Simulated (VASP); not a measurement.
# BaTiO3 (P4mm) in VASP: further runs, part 2 of 2

VASP 6.6.1.

### Step 5. Single point, PBEsol

This run uses another cell than the first one, of 13.01 Å³/atom, 1.028 times its volume.

Contents of INCAR:

```
SYSTEM = BaTiO3
ALGO = Normal ; EDIFF = 1E-6
ENCUT = 520 ; GGA = PS
ISIF = 2 ; ISMEAR = 0
LASPH = .True. ; LCHARG = .True.
LELF = .True. ; LREAL = .False.
LVHAR = .True. ; LWAVE = .False.
NBANDS = 28 ; NELM = 100
PREC = Accurate ; SIGMA = 0.02
```

Contents of KPOINTS:

```
k-points
0
Gamma
  8 8 8
  0 0 0
```

Contents of POSCAR:

```
BaTiO3
1.0
    4.0741531679      0.0000000000      0.0000000000
    0.0000000000      4.0741531679      0.0000000000
    0.0000000000      0.0000000000      3.9197279262
Ba Ti O
1 1 3
Direct
    0.5000000000      0.5000000000      0.5768251875
    0.0000000000      0.0000000000      0.0856002311
    0.0000000000      0.5000000000      0.0675449126
    0.5000000000      0.0000000000      0.0675449126
    0.0000000000      0.0000000000      0.5624817462
```

Potentials or basis: VASP PAW PBE potentials, release 64 (Ba_sv, Ti_sv, O).

Command:

```sh
$ cat potpaw_PBE.64/Ba_sv/POTCAR potpaw_PBE.64/Ti_sv/POTCAR potpaw_PBE.64/O/POTCAR > POTCAR
$ mpirun -np 1 vasp_std > vasp.out
```

OUTCAR:

```text
SYSTEM = BaTiO3
   EDIFF = 1E-6
   ENCUT = 520
   GGA = PS
   ISIF = 2
   ISMEAR = 0
   LASPH = .True.
   LREAL = .False.
   NELM = 100
   PREC = Accurate

 ion  position               nearest neighbor table
   1  0.500  0.500  0.577-   3 2.80   4 2.80   4 2.80   3 2.80   3 2.85   4 2.85   4 2.85   3 2.85
                             5 2.88   5 2.88   5 2.88   5 2.88   2 3.47   2 3.47   2 3.47   2 3.47
   2  0.000  0.000  0.086-   5 1.87   4 2.04   3 2.04   3 2.04   4 2.04   5 2.05   1 3.47   1 3.47
                             1 3.47   1 3.47   1 3.50   1 3.50   1 3.50   1 3.50
   3  0.000  0.500  0.068-   2 2.04   2 2.04   1 2.80   1 2.80   1 2.85   1 2.85
   4  0.500  0.000  0.068-   2 2.04   2 2.04   1 2.80   1 2.80   1 2.85   1 2.85
   5  0.000  0.000  0.562-   2 1.87   2 2.05   1 2.88   1 2.88   1 2.88   1 2.88

  LATTYP: Found a simple tetragonal cell.
 ALAT       =     4.0741531679
 C/A-ratio  =     0.9620963584

  Lattice vectors:

 A1 = (   4.0741531679,   0.0000000000,   0.0000000000)
 A2 = (   0.0000000000,   4.0741531679,   0.0000000000)
 A3 = (   0.0000000000,   0.0000000000,   3.9197279262)

Analysis of symmetry for initial positions (statically):
=====================================================================
 Subroutine PRICEL returns:
 Original cell was already a primitive cell.

 Routine SETGRP: Setting up the symmetry group for a
 simple tetragonal supercell.

 Subroutine GETGRP returns: Found  8 space group operations
 (whereof  8 operations were pure point group operations)
 out of a pool of 16 trial point group operations.

The static configuration has the point symmetry C_4v.

Analysis of symmetry for dynamics (positions and initial velocities):
=====================================================================
 Subroutine PRICEL returns:
 Original cell was already a primitive cell.

 Routine SETGRP: Setting up the symmetry group for a
 simple tetragonal supercell.
[... 124 lines left out ...]
   EMIN   =  10.00;   EMAX   =-10.00  energy-range for DOS
   EFERMI =   0.00;   METHOD = LEGACY
   ISMEAR =     0;   SIGMA  =   0.02  broadening in eV -4-tet -1-fermi 0-gaus
   EFERMI_NEDOS =   21; number of points for ismear=-14 and -15
   IALGO  =     38    algorithm
   IMIX   =      4    mixing-type and parameters
     AMIX     =   0.40;   BMIX     =  1.00
     AMIX_MAG =   1.60;   BMIX_MAG =  1.00
  volume/ion in A,a.u.               =      13.01        87.81
  Fermi-wavevector in a.u.,A,eV,Ry     =   1.392039  2.630572 26.364982  1.937772
  Thomas-Fermi vector in A             =   2.515820
   LORBIT       =      0    0 simple, 1 ext, 2 COOP (PROOUT), +10 PAW based schemes
   GGA     = PS    functional components
   LHFCALC =     F    Hartree Fock is set to
   AEXX    =    0.0000 exact exchange contribution
   IVDW    =     0    specifies the selected vdW correction
   LEPSILON=     F    determine dielectric tensor
   LRPA    =     F    only Hartree local field effects (RPA)
 non-spin polarized calculation
 Gauss-broadening in eV      SIGMA  =   0.02
  energy-cutoff  :      520.00
  volume of cell :       65.06
 maximum number of plane-waves:      1776
   NGX = 15   NGY = 15   NGZ = 15

 number of electron      39.9999995 magnetization

 Free energy of the ion-electron system (eV)
  ---------------------------------------------------
  ext. energy  EPLUGINS =         0.00000000
  ---------------------------------------------------
  free energy    TOTEN  =       -41.92005267 eV

  energy without entropy =      -41.92005267  energy(sigma->0) =      -41.92005267

 E-fermi :   3.7735     XC(G=0): -11.4369

 val. band max:        3.5926168479   @ k =   0.5000   0.5000   0.5000
 cond. band min:       5.2435793394   @ k =   0.0000   0.0000   0.0000
 fundamental gap:      1.6509624914
 Fermi energy:         3.7735471694

 k-point     1 :       0.0000    0.0000    0.0000
  band No.  band energies     occupation
      1     -52.7946      2.00000
      2     -29.1530      2.00000
      3     -29.1051      2.00000
      4     -29.1051      2.00000
      5     -21.2204      2.00000
      6     -13.2709      2.00000
[... 733 lines left out ...]
     27      11.3201      0.00000
     28      12.3203      0.00000

 [... further k-points ...]
[... 5 lines left out ...]
  --------------------------------------------------------------------------------------
  -------------------------------------------------------------------------------------
  Total       -2.7042680     -2.7042680      0.7771969      0.0000000      0.0000000      0.0000000
  in kB      -66.5931696    -66.5931696     19.1386380      0.0000000      0.0000000      0.0000000
  external PRESSURE =     -38.0159004 kB  Pullay stress =       0.0000000 kB

 VOLUME and BASIS-vectors are now :
 -----------------------------------------------------------------------------
  energy-cutoff  :      520.00
  volume of cell :       65.06
      direct lattice vectors                 reciprocal lattice vectors
     4.074153168  0.000000000  0.000000000     0.245449780  0.000000000  0.000000000
     0.000000000  4.074153168  0.000000000     0.000000000  0.245449780  0.000000000
     0.000000000  0.000000000  3.919727926     0.000000000  0.000000000  0.255119748

 POSITION                                       TOTAL-FORCE (eV/Angst)
 -----------------------------------------------------------------------------------
      2.03708      2.03708      2.26100         0.000000      0.000000     -0.017693
      0.00000      0.00000      0.33553         0.000000      0.000000     -0.036103
      0.00000      2.03708      0.26476         0.000000     -0.000000      0.008551
      2.03708      0.00000      0.26476        -0.000000     -0.000000      0.008551
      0.00000      0.00000      2.20478         0.000000     -0.000000      0.036695
 -----------------------------------------------------------------------------------
    total drift:                                0.000000      0.000000      0.000502

  FREE ENERGIE OF THE ION-ELECTRON SYSTEM (eV)
  ---------------------------------------------------
  free  energy   TOTEN  =       -41.9200526671 eV

  energy  without entropy=      -41.9200526671  energy(sigma->0) =      -41.92005267
```

OSZICAR:

```text
N       E                     dE             d eps       ncg     rms          rms(c)
DAV:   1     0.410850105079E+03    0.41085E+03   -0.19531E+04  4200   0.151E+03
DAV:   2    -0.830584637695E+01   -0.41916E+03   -0.39939E+03  4720   0.415E+02
DAV:   3    -0.506237851605E+02   -0.42318E+02   -0.41949E+02  5948   0.131E+02
DAV:   4    -0.522205131717E+02   -0.15967E+01   -0.15931E+01  6220   0.229E+01
DAV:   5    -0.522487024462E+02   -0.28189E-01   -0.28183E-01  5704   0.277E+00    0.225E+01
DAV:   6    -0.422016341728E+02    0.10047E+02   -0.53947E+01  5844   0.647E+01    0.982E+00
DAV:   7    -0.421045212266E+02    0.97113E-01   -0.95987E+00  5556   0.220E+01    0.664E+00
DAV:   8    -0.419148883489E+02    0.18963E+00   -0.85595E-01  5232   0.843E+00    0.280E+00
DAV:   9    -0.419430560811E+02   -0.28168E-01   -0.23355E-01  5740   0.333E+00    0.138E+00
DAV:  10    -0.419205476623E+02    0.22508E-01   -0.11778E-01  4808   0.359E+00    0.276E-01
DAV:  11    -0.419201021519E+02    0.44551E-03   -0.55038E-03  5624   0.567E-01    0.839E-02
DAV:  12    -0.419203262818E+02   -0.22413E-03   -0.13298E-03  6132   0.280E-01    0.140E-01
DAV:  13    -0.419200673424E+02    0.25894E-03   -0.12712E-03  5732   0.339E-01    0.343E-02
DAV:  14    -0.419200524996E+02    0.14843E-04   -0.64185E-05  5196   0.716E-02    0.489E-03
DAV:  15    -0.419200540247E+02   -0.15251E-05   -0.82012E-06  5416   0.235E-02    0.950E-03
DAV:  16    -0.419200525640E+02    0.14607E-05   -0.41325E-06  4400   0.201E-02    0.156E-03
DAV:  17    -0.419200526671E+02   -0.10308E-06   -0.26021E-07  2756   0.334E-03
   1 F= -.41920053E+02 E0= -.41920053E+02  d E =-.126413E-39
```

stdout:

```text
POSCAR found type information on POSCAR BaTiO
 POSCAR found :  3 types and       5 ions
 scaLAPACK will be used
 -----------------------------------------------------------------------------
|                                                                             |
|                                                                             |
|     You enforced a specific xc type in the INCAR file but a different       |
|     I HOPE YOU KNOW WHAT YOU ARE DOING!                                     |
|                                                                             |
 -----------------------------------------------------------------------------

 LDA part: xc-table for (Slater+PW92), standard interpolation
 POSCAR, INCAR and KPOINTS ok, starting setup
 FFT: planning ... GRIDC
 FFT: planning ... GRID_SOFT
 FFT: planning ... GRID
 WAVECAR not read
 entering main loop
```

Run time: 68 s. Hardware: 1 thread of Intel Xeon 6975P-C (Granite Rapids), shared host; peak memory 0.26 GiB.

What came out:

* Free energy: -41.9201 eV
* Pressure: -3.8 GPa
* Largest force: 0.037 eV/Å
* Band gap on the k mesh: 1.65 eV, indirect (least direct gap 1.86 eV)

Forces in eV/Å, atoms in the order of the input:
```
Ba   0.000  0.000 -0.018
Ti   0.000  0.000 -0.036
O    0.000  0.000  0.009
O    0.000  0.000  0.009
O    0.000  0.000  0.037
```

Levels at points of the mesh, in eV from the valence-band top:
| k point | band 17 | band 18 | band 19 | band 20 | band 21 | band 22 | band 23 | band 24 |
| --- | --- | --- | --- | --- | --- | --- | --- | --- |
| (0.00, 0.00, 0.00) | -1.00 | -0.24 | -0.24 | -0.21 | 1.65 | 1.85 | 1.85 | 3.75 |
| (0.50, 0.00, 0.00) | -1.69 | -1.63 | -0.81 | -0.79 | 1.98 | 3.32 | 3.36 | 3.98 |
| (0.50, 0.50, 0.00) | -1.77 | -1.17 | -1.17 | -0.17 | 3.37 | 3.37 | 3.72 | 4.93 |
| (0.00, 0.00, 0.50) | -1.94 | -1.89 | -0.74 | -0.74 | 1.85 | 3.71 | 3.71 | 3.75 |
| (0.50, 0.00, 0.50) | -1.74 | -0.79 | -0.78 | -0.11 | 3.34 | 3.71 | 3.96 | 4.57 |
| (0.50, 0.50, 0.50) | -2.18 | -0.05 | 0.00 | 0.00 | 3.98 | 4.20 | 4.20 | 6.36 |

Caveat: the PAW data sets were made with another functional, which shifts forces and pressure a little; spin-orbit coupling is left out, which moves the levels of the heavy elements.

### Step 6. The runs side by side

| cell | gap on the mesh (eV) | pressure (GPa) | largest force (eV/Å) |
| --- | --- | --- | --- |
| a = 3.955, b = 3.955, c = 4.044 Å, 5 atoms | 1.78 | 1.9 | 0.05 |
| a = 4.015, b = 4.015, c = 4.008 Å, 5 atoms | 1.75 | -1.6 | 0.21 |
| a = 4.074, b = 4.074, c = 3.920 Å, 5 atoms | 1.65 | -3.8 | 0.04 |

Alike in all rows: task single point; level PBEsol; potentials or basis VASP PAW PBE potentials, release 64 (Ba_sv, Ti_sv, O); no spin polarisation; k mesh 8 × 8 × 8; cutoff (eV) 520; smearing gaussian 0.02 eV.

Caveats: the PAW data sets were made with another functional, which shifts forces and pressure a little; spin-orbit coupling is left out, which moves the levels of the heavy elements.

Total energies depend on the potentials used, so only differences within one code and one set of settings carry meaning.
